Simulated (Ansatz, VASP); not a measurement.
## LaHfF5 in VASP and in Ansatz

```
La Hf F
1.0
     4.21539    0.00000    0.00000
     0.00000    4.21539    0.00000
     0.00000    0.00000    5.13744
La Hf F
1 1 5
Direct
  0.00000 0.00000 0.50000
  0.50000 0.50000 0.00000
  0.00000 0.50000 0.23487
  0.00000 0.50000 0.76513
  0.50000 0.00000 0.23487
  0.50000 0.00000 0.76513
  0.00000 0.00000 0.00000
```

Change from the starting cell: species swapped into the SiSnPt5 type (P4/mmm, No. 123).

Alike in both runs: functional PBE; k mesh 4 × 4 × 4; occupations gaussian, width 0.1 eV; no spin polarisation.

Ansatz relaxed the structure, and its values are those at the end. VASP's run is a single point on that final structure, the one shown.

|  | VASP | Ansatz |
| --- | --- | --- |
| version | VASP 6.6.1 | Ansatz 0.2.0 |
| potentials or method | VASP PAW PBE potentials, release 64 (La, Hf_pv, F), cutoff 520 eV | scalar-relativistic, plane waves, PAW |
| valence electrons in the cell | 56 | 72 |

Ansatz gave:

| Property | Result |
| --- | --- |
| gap on the k mesh at the Fermi level (eV) | none |
| pressure (GPa) | 0.0 |
| rms of the force components (eV/Å) | 0.000 |

Question: What did VASP give for the same quantities?

Answer: gap on the k mesh at the Fermi level (eV): none; pressure (GPa): -1.0; rms of the force components (eV/Å): 0.009.

A gap of «none» marks a metal or a gap that the smearing closes. VASP's potentials hold 56 valence electrons a cell and Ansatz's 72, so a difference there can come from the potentials and not from the codes.

The k mesh is coarse, so the values compare programs but aren't converged. Neither program's run includes spin-orbit coupling.
